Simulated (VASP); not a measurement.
# Hf2S (P6_3/mmc) in VASP: notebook, part 2 of 2

VASP 6.6.1. The steps go on from the part before.

### 4 Relaxation of shape and atoms at fixed volume, PBEsol (19.42 Å³/atom)

This run uses another cell than the first one, of 19.42 Å³/atom.

INCAR reads:

```
SYSTEM = Hf2S
ALGO = Normal ; EDIFF = 1E-6
EDIFFG = -0.01 ; ENCUT = 600
GGA = PS ; IBRION = 2
ISIF = 4 ; ISMEAR = 0
LASPH = .True. ; LCHARG = .False.
LREAL = .False. ; LWAVE = .False.
NELM = 60 ; NSW = 50
PREC = Accurate ; SIGMA = 0.1
```

KPOINTS reads:

```
k-points
0
Gamma
  12 12 4
  0 0 0
```

POSCAR reads:

```
Hf2S
1.0
    3.3796671509      0.0000000000      0.0000000000
   -1.6898335755      2.9268776091      0.0000000000
    0.0000000000      0.0000000000     11.7797308350
Hf S
4 2
Direct
    0.6666666667      0.3333333333      0.8986176343
    0.3333333333      0.6666666667      0.3986176343
    0.6666666667      0.3333333333      0.6013823657
    0.3333333333      0.6666666667      0.1013823657
    0.0000000000      0.0000000000      0.7500000000
    0.0000000000      0.0000000000      0.2500000000
```

Potentials or basis: VASP PAW PBE potentials, release 64 (Hf_pv, S).

Command:

```
$ cat potpaw_PBE.64/Hf_pv/POTCAR potpaw_PBE.64/S/POTCAR > POTCAR
$ mpirun -np 1 vasp_std > vasp.out
```

OUTCAR:

```text
SYSTEM = Hf2S
   EDIFF = 1E-6
   EDIFFG = -0.01
   ENCUT = 600
   GGA = PS
   IBRION = 2
   ISIF = 4
   ISMEAR = 0
   LASPH = .True.
   LREAL = .False.
   NELM = 60
   NSW = 50
   PREC = Accurate

 ion  position               nearest neighbor table
   1  0.667  0.333  0.899-   5 2.62   5 2.62   5 2.62   4 3.08   4 3.08   4 3.08   3 3.50
   2  0.333  0.667  0.399-   6 2.62   6 2.62   6 2.62   3 3.08   3 3.08   3 3.08   4 3.50
   3  0.667  0.333  0.601-   5 2.62   5 2.62   5 2.62   2 3.08   2 3.08   2 3.08   1 3.50
   4  0.333  0.667  0.101-   6 2.62   6 2.62   6 2.62   1 3.08   1 3.08   1 3.08   2 3.50
   5  0.000  0.000  0.750-   1 2.62   3 2.62   1 2.62   3 2.62   1 2.62   3 2.62
   6  0.000  0.000  0.250-   2 2.62   4 2.62   2 2.62   4 2.62   2 2.62   4 2.62

  LATTYP: Found a hexagonal cell.
 ALAT       =     3.3796671509
 C/A-ratio  =     3.4854707014

  Lattice vectors:

 A1 = (   3.3796671509,   0.0000000000,   0.0000000000)
 A2 = (  -1.6898335755,   2.9268776091,   0.0000000000)
 A3 = (   0.0000000000,   0.0000000000,  11.7797308350)

Analysis of symmetry for initial positions (statically):
=====================================================================
 Subroutine PRICEL returns:
 Original cell was already a primitive cell.

 Routine SETGRP: Setting up the symmetry group for a
 hexagonal supercell.

 Subroutine GETGRP returns: Found 24 space group operations
 (whereof 12 operations were pure point group operations)
 out of a pool of 24 trial point group operations.

The static configuration has the point symmetry D_3d.
 The point group associated with its full space group is D_6h.

Analysis of symmetry for dynamics (positions and initial velocities):
=====================================================================
 Subroutine PRICEL returns:
 Original cell was already a primitive cell.

 Routine SETGRP: Setting up the symmetry group for a
 hexagonal supercell.

 Subroutine GETGRP returns: Found 24 space group operations
 (whereof 12 operations were pure point group operations)
 out of a pool of 24 trial point group operations.

The dynamic configuration has the point symmetry D_3d.
 The point group associated with its full space group is D_6h.

 Subroutine INISYM returns: Found 24 space group operations
 (whereof 12 operations are pure point group operations),
 and found     1 'primitive' translations

----------------------------------------------------------------------------------------

                                     Primitive cell

  volume of cell :     116.5236

  direct lattice vectors                    reciprocal lattice vectors
     3.379667151  0.000000000  0.000000000     0.295887126  0.170830512  0.000000000
    -1.689833576  2.926877609  0.000000000     0.000000000  0.341661024  0.000000000
     0.000000000  0.000000000 11.779730835     0.000000000  0.000000000  0.084891583

  length of vectors
     3.379667151  3.379667151 11.779730835     0.341661024  0.341661024  0.084891583

  position of ions in fractional coordinates (direct lattice)
     0.666666667  0.333333333  0.898617634
     0.333333333  0.666666667  0.398617634
     0.666666667  0.333333333  0.601382366
     0.333333333  0.666666667  0.101382366
     0.000000000  0.000000000  0.750000000
     0.000000000  0.000000000  0.250000000

  ion indices of the primitive-cell ions
[... 62 lines left out ...]
   number of dos      NEDOS =    301   number of ions     NIONS =      6
   total plane-waves  NPLWV =  75264
   dimension x,y,z NGX =    28 NGY =   28 NGZ =   96
   dimension x,y,z NGXF=    56 NGYF=   56 NGZF=  192
   ions per type =               4   2
   NGX,Y,Z   is equivalent  to a cutoff of  13.77, 13.77, 13.55 a.u.
   NGXF,Y,Z  is equivalent  to a cutoff of  27.55, 27.55, 27.10 a.u.
 SYSTEM =  Hf2S
   PREC   = accura    normal or accurate (medium, high low for compatibility)
   ISTART =      0    job   : 0-new  1-cont  2-samecut
   ICHARG =      2    charge: 1-file 2-atom 10-const
   ISPIN  =      1    spin polarized calculation?
   LNONCOLLINEAR =      F non collinear calculations
   LSORBIT =      F    spin-orbit coupling
   LASPH  =      T    aspherical Exc in radial PAW
   ENCUT  =  600.0 eV  44.10 Ry    6.64 a.u.   6.75  6.75 23.53*2*pi/ulx,y,z
   NELM   =     60;   NELMIN=  2; NELMDL= -5     # of ELM steps
   EDIFF  = 0.1E-05   stopping-criterion for ELM
   LREAL  =      F    real-space projection
   EDIFFG = -.1E-01   stopping-criterion for IOM
   NSW    =     50    number of steps for IOM
   IBRION =      2    ionic relax: 0-MD 1-quasi-New 2-CG
   NFREE  =      1    steps in history (QN), initial steepest desc. (CG)
   ISIF   =      4    stress and relaxation
   ISYM   =      2    0-nonsym 1-usesym 2-fastsym
   POTIM  = 0.5000    time-step for ionic-motion
   TEBEG  =    0.0;   TEEND  =   0.0 temperature during run
   PSTRESS=    0.0 pullay stress
   NELECT =      52.0000    total number of electrons
   NUPDOWN=      -1.0000    fix difference up-down
   EMIN   =  10.00;   EMAX   =-10.00  energy-range for DOS
   EFERMI =   0.00;   METHOD = LEGACY
   ISMEAR =     0;   SIGMA  =   0.10  broadening in eV -4-tet -1-fermi 0-gaus
   EFERMI_NEDOS =   21; number of points for ismear=-14 and -15
   IALGO  =     38    algorithm
   IMIX   =      4    mixing-type and parameters
     AMIX     =   0.40;   BMIX     =  1.00
     AMIX_MAG =   1.60;   BMIX_MAG =  1.00
  volume/ion in A,a.u.               =      19.42       131.06
  Fermi-wavevector in a.u.,A,eV,Ry     =   1.251040  2.364124 21.294506  1.565102
  Thomas-Fermi vector in A             =   2.385006
   LORBIT       =      0    0 simple, 1 ext, 2 COOP (PROOUT), +10 PAW based schemes
   GGA     = PS    functional components
   LHFCALC =     F    Hartree Fock is set to
   AEXX    =    0.0000 exact exchange contribution
   IVDW    =     0    specifies the selected vdW correction
   LEPSILON=     F    determine dielectric tensor
   LRPA    =     F    only Hartree local field effects (RPA)
 conjugate gradient relaxation of ions
 non-spin polarized calculation
 Gauss-broadening in eV      SIGMA  =   0.10
  energy-cutoff  :      600.00
  volume of cell :      116.52
 maximum number of plane-waves:      3916
 NGX is ok and might be reduce to    28
   NGX = 13   NGY = 13   NGZ = 47

--------------------------------------- Ionic step        1  -------------------------------------------

 number of electron      51.9999999 magnetization

 Free energy of the ion-electron system (eV)
  ---------------------------------------------------
  ext. energy  EPLUGINS =         0.00000000
  ---------------------------------------------------
  free energy    TOTEN  =       -57.40891075 eV

  energy without entropy =      -57.39400803  energy(sigma->0) =      -57.40145939

------------------------ aborting loop because EDIFF is reached ----------------------------------------

  FORCE on cell =-STRESS in cart. coord.  units (eV):
  Direction    XX          YY          ZZ          XY          YZ          ZX
  --------------------------------------------------------------------------------------
  -------------------------------------------------------------------------------------
  Total       -3.0623261     -3.0623261     -3.5962456      0.0000000      0.0000000      0.0000000
  in kB      -42.1064048    -42.1064048    -49.4476961      0.0000000      0.0000000      0.0000000
  external PRESSURE =     -44.5535019 kB  Pullay stress =       0.0000000 kB
[... 107 lines left out ...]
--------------------------------------- Ionic step        4  -------------------------------------------

 number of electron      51.9999996 magnetization

 Free energy of the ion-electron system (eV)
  ---------------------------------------------------
  ext. energy  EPLUGINS =         0.00000000
  ---------------------------------------------------
  free energy    TOTEN  =       -57.40991266 eV

  energy without entropy =      -57.39579336  energy(sigma->0) =      -57.40285301

 E-fermi :   6.2173     XC(G=0): -11.4683

 val. band max:        6.2026777375   @ k =   0.2500   0.0833   0.0000
 cond. band min:       6.2245674202   @ k =   0.0833   0.0833   0.0000
 fundamental gap:      0.0218896827
 Fermi energy:         6.2172722841

 k-point     1 :       0.0000    0.0000    0.0000
  band No.  band energies     occupation
      1     -25.0404      2.00000
      2     -24.9161      2.00000
      3     -24.6223      2.00000
      4     -24.5324      2.00000
      5     -24.5324      2.00000
      6     -24.5224      2.00000
[... 805 lines left out ...]
     30       7.8957      0.00000
     31       8.5331      0.00000

 [... further k-points ...]

------------------------ aborting loop because EDIFF is reached ----------------------------------------

  FORCE on cell =-STRESS in cart. coord.  units (eV):
  Direction    XX          YY          ZZ          XY          YZ          ZX
  --------------------------------------------------------------------------------------
  -------------------------------------------------------------------------------------
  Total       -3.1812684     -3.1812684     -3.1717114      0.0000000     -0.0000000      0.0000000
  in kB      -43.7418391    -43.7418391    -43.6104311      0.0000000     -0.0000000      0.0000000
  external PRESSURE =     -43.6980364 kB  Pullay stress =       0.0000000 kB
[... 21 lines left out ...]
  FREE ENERGIE OF THE ION-ELECTRON SYSTEM (eV)
  ---------------------------------------------------
  free  energy   TOTEN  =       -57.4099126613 eV

  energy  without entropy=      -57.3957933633  energy(sigma->0) =      -57.40285301

 reached required accuracy - stopping structural energy minimisation
```

Wall time 15 min (1 thread of Intel Xeon 8259CL, shared host); peak memory 0.41 GiB.

Results:

* Free energy: -57.4099 eV
* Energy gained by relaxing: 0.2 meV/atom
* Ionic steps: 4
* Pressure after relaxing: -4.4 GPa
* Largest force after relaxing: 0.007 eV/Å
* Band gap on the k mesh: zero (bands 26 and 27 overlap by 1.01 eV)

Forces on the atoms (eV/Å):
```
Hf   0.000  0.000 -0.007
Hf   0.000  0.000 -0.007
Hf   0.000  0.000  0.007
Hf   0.000  0.000  0.007
S    0.000  0.000  0.000
S    0.000  0.000  0.000
```

Step by step:
```tsv
step	energy change (eV)	largest force (eV/Å)	pressure (GPa)	volume (Å³)
1	0.0000	0.0159	-4.46	116.52
2	-0.0009	0.0189	-4.39	116.52
3	-0.0009	0.0195	-4.37	116.52
4	-0.0010	0.0075	-4.37	116.52
```

Final structure:
```
Hf S
1.0
     3.38553    0.00000    0.00000
    -1.69276    2.93195    0.00000
     0.00000    0.00000   11.73898
Hf S
4 2
Direct
  0.66667 0.33333 0.89845
  0.33333 0.66667 0.39845
  0.66667 0.33333 0.60155
  0.33333 0.66667 0.10155
  0.00000 0.00000 0.75000
  0.00000 0.00000 0.25000
```

Levels at points of the mesh, in eV from the Fermi level:
```tsv
k point	band 22	band 23	band 24	band 25	band 26	band 27	band 28	band 29	band 30	band 31
(0.00, 0.00, 0.00)	-2.99	-1.57	-0.15	-0.02	0.45	0.45	0.54	0.54	0.80	0.80
(0.50, 0.00, 0.00)	-2.35	-1.78	-1.30	-1.21	-0.74	-0.56	0.87	0.98	2.52	3.22
(0.00, 0.00, 0.50)	-3.44	-1.17	-1.17	0.38	0.38	0.38	0.38	1.39	1.39	1.55
(0.50, 0.00, 0.50)	-2.30	-1.73	-1.73	-1.01	-1.01	0.29	0.29	1.41	1.41	3.80
```

Caveat: the PAW data sets were made with another functional, which shifts forces and pressure a little; spin-orbit coupling is left out, which moves the levels of the heavy elements.

### 5 Relaxation of shape and atoms at fixed volume, PBEsol (19.99 Å³/atom)

This run uses another cell than the first one, of 19.99 Å³/atom.

INCAR reads:

```
SYSTEM = Hf2S
  PREC = Accurate
  ENCUT = 600
  EDIFF = 1E-6
  ISMEAR = 0
  SIGMA = 0.1
  LREAL = .FALSE.
  LASPH = .TRUE.
  NELM = 60
  ALGO = Normal
  ISIF = 4
  LWAVE = .FALSE.
  LCHARG = .FALSE.
  GGA = PS
  IBRION = 2
  NSW = 50
  EDIFFG = -0.01
```

KPOINTS reads:

```
regular mesh
0
G
  12 12 4
  0 0 0
```

POSCAR reads:

```
Hf2S
1.0
    3.4180411755      0.0000000000      0.0000000000
   -1.7090205878      2.9601104891      0.0000000000
    0.0000000000      0.0000000000     11.8521540705
Hf S
4 2
Direct
    0.6666666667      0.3333333333      0.8984716305
    0.3333333333      0.6666666667      0.3984716305
    0.6666666667      0.3333333333      0.6015283695
    0.3333333333      0.6666666667      0.1015283695
    0.0000000000      0.0000000000      0.7500000000
    0.0000000000      0.0000000000      0.2500000000
```

Command:

```
$ cat potpaw_PBE.64/Hf_pv/POTCAR potpaw_PBE.64/S/POTCAR > POTCAR
$ mpirun -np 1 vasp_std > vasp.out
```

It took 20 min on 1 thread of Intel Xeon 8259CL, shared host; peak memory 0.41 GiB.

Results (log left out):

```yaml
Free_energy: -57.2809 eV
Energy_gained_by_relaxing: 0.1 meV/atom
Ionic_steps: 7
Pressure_after_relaxing: -7.8 GPa
Largest_force_after_relaxing: 0.007 eV/Å
Band_gap_on_the_k_mesh: zero (bands 26 and 27 overlap by 0.98 eV)
```

Forces in eV/Å, atoms in the order of the input:
```
Hf   0.000  0.000 -0.007
Hf   0.000  0.000 -0.007
Hf   0.000  0.000  0.007
Hf   0.000  0.000  0.007
S    0.000  0.000  0.000
S    0.000  0.000  0.000
```

The path:
| step | energy change (eV) | largest force (eV/Å) | pressure (GPa) | volume (Å³) |
| --- | --- | --- | --- | --- |
| 1 | 0.0000 | 0.0099 | -7.84 | 119.92 |
| 2 | -0.0008 | 0.0147 | -7.78 | 119.92 |
| 3 | -0.0008 | 0.0155 | -7.77 | 119.92 |
| 4 | -0.0008 | 0.0155 | -7.76 | 119.92 |
| 5 | -0.0008 | 0.0157 | -7.76 | 119.92 |
| 6 | -0.0008 | 0.0159 | -7.77 | 119.92 |
| 7 | -0.0009 | 0.0067 | -7.76 | 119.92 |

Final structure:
```
CELL_PARAMETERS angstrom
3.42371 0.00000 0.00000
-1.71186 2.96502 0.00000
0.00000 0.00000 11.81292
ATOMIC_POSITIONS crystal
Hf 0.66667 0.33333 0.89835
Hf 0.33333 0.66667 0.39835
Hf 0.66667 0.33333 0.60165
Hf 0.33333 0.66667 0.10165
S 0.00000 0.00000 0.75000
S 0.00000 0.00000 0.25000
```

Levels at points of the mesh, in eV from the Fermi level:
```tsv
k point	band 23	band 24	band 25	band 26	band 27	band 28	band 29	band 30
(0.00, 0.00, 0.00)	-1.62	-0.16	-0.01	0.42	0.42	0.51	0.51	0.76
(0.50, 0.00, 0.00)	-1.80	-1.30	-1.23	-0.76	-0.55	0.83	0.97	2.40
(0.00, 0.00, 0.50)	-1.16	-1.16	0.36	0.36	0.36	0.36	1.35	1.35
(0.50, 0.00, 0.50)	-1.70	-1.70	-1.06	-1.06	0.28	0.28	1.35	1.35
```

Caveat: the PAW data sets were made with another functional, which shifts forces and pressure a little; spin-orbit coupling is left out, which moves the levels of the heavy elements.

### 6 Overview

```csv
cell,gap on the mesh (eV),pressure (GPa),largest force (eV/Å)
"relaxed from a = 3.313, b = 3.313, c = 11.546 Å, angles 90.0, 90.0, 120.0°, 6 atoms, atomic positions A",none,4.2,0.01
"relaxed from a = 3.380, b = 3.380, c = 11.780 Å, angles 90.0, 90.0, 120.0°, 6 atoms, atomic positions A",none,-4.4,0.01
"relaxed from a = 3.418, b = 3.418, c = 11.852 Å, angles 90.0, 90.0, 120.0°, 6 atoms, atomic positions B",none,-7.8,0.01
```

Alike in all rows: task relaxation of shape and atoms at fixed volume; level PBEsol; potentials or basis VASP PAW PBE potentials, release 64 (Hf_pv, S); no spin polarisation; k mesh 12 × 12 × 4; cutoff (eV) 600; smearing gaussian 0.1 eV.

Caveats: the PAW data sets were made with another functional, which shifts forces and pressure a little; spin-orbit coupling is left out, which moves the levels of the heavy elements.

Total energies depend on the potentials used, so only differences within one code and one set of settings carry meaning.

The gap in the log of VASP goes by the Fermi energy; the results here count the filled bands.